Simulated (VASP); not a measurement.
**B3As: relaxation of cell and atoms with PBE**

The system is B3As.

```
B As
1.0
     4.27446    0.00000    0.00000
    -2.13723    3.70180    0.00000
     0.00000    0.00000    3.12049
B As
3 1
Cartesian
  -1.2972 3.2168 1.5602
  0.0000 0.9700 1.5602
  1.2972 3.2168 1.5602
  0.0000 2.4679 0.0000
```

The cell was generated, and may not be a known phase.

* Program: VASP 6.6.1
* Task: relaxation of cell and atoms
* Functional: PBE
* Potentials or basis: VASP PAW PBE potentials, release 64 (B, As)
* Cutoff: 600 eV
* k mesh: 12 × 12 × 14
* Occupations: gaussian, width 0.1 eV
* Spin: no spin polarisation
* Dipole correction: no
* Further INCAR settings: ALGO = Normal; EDIFF = 1e-06; IBRION = 2; EDIFFG = -0.01; NSW = 100; ISIF = 3

```json
{"Relaxed volume": "12.36 Å³/atom", "Relaxed cell": "a = 4.267 Å, b = 4.267 Å, c = 3.136 Å, α = 90.00°, β = 90.00°, γ = 120.00°", "Space group after relaxing (to 0.1 Å)": "P-6m2 (No. 187)", "Energy gained by relaxing": "0.2 meV/atom", "Ionic steps": "6", "Pressure after relaxing": "0.0 GPa", "Largest force after relaxing": "0.004 eV/Å", "Band gap on the k mesh": "zero (bands 7 and 8 overlap by 1.50 eV)"}
```

Forces in eV/Å, atoms in the order of the input:
```
B    0.003 -0.002  0.000
B    0.000  0.004  0.000
B   -0.003 -0.002  0.000
As   0.000  0.000  0.000
```

Step by step:
```
step  energy change (eV)  largest force (eV/Å)  pressure (GPa)  volume (Å³)
   1              0.0000                0.0812            0.47        49.38
   2             -0.0004                0.0741           -0.43        49.63
   3             -0.0006                0.0160           -0.11        49.54
   4             -0.0009                0.0120           -0.14        49.54
   5             -0.0009                0.0230           -0.16        49.54
   6             -0.0010                0.0039           -0.03        49.45
```

Final structure:
```
B As
1.0
     4.26699    0.00000    0.00000
    -2.13349    3.69532    0.00000
     0.00000    0.00000    3.13605
B As
3 1
Direct
  0.13152 0.86848 0.50000
  0.13152 0.26304 0.50000
  0.73696 0.86848 0.50000
  0.33333 0.66667 0.00000
```

Levels at points of the mesh, in eV from the Fermi level:
```
           k point  band 3  band 4  band 5  band 6  band 7  band 8  band 9  band 10  band 11
(0.00, 0.00, 0.00)   -5.21   -5.21   -3.17   -2.65   -2.65    1.84    4.58     4.79     4.79
(0.50, 0.00, 0.00)   -6.37   -5.60   -1.89   -0.70    0.39    0.69    2.61     4.53     5.59
(0.00, 0.00, 0.50)   -7.48   -2.58   -2.58   -1.87   -1.87   -0.92   -0.92    -0.11     5.40
(0.50, 0.00, 0.50)   -9.25   -5.88   -3.34   -3.31   -3.09    1.54    2.18     2.40     7.43
```

Wall time 7.4 min on 1 thread of Intel Xeon 8259CL, with other jobs on the host, peak memory 0.27 GiB.
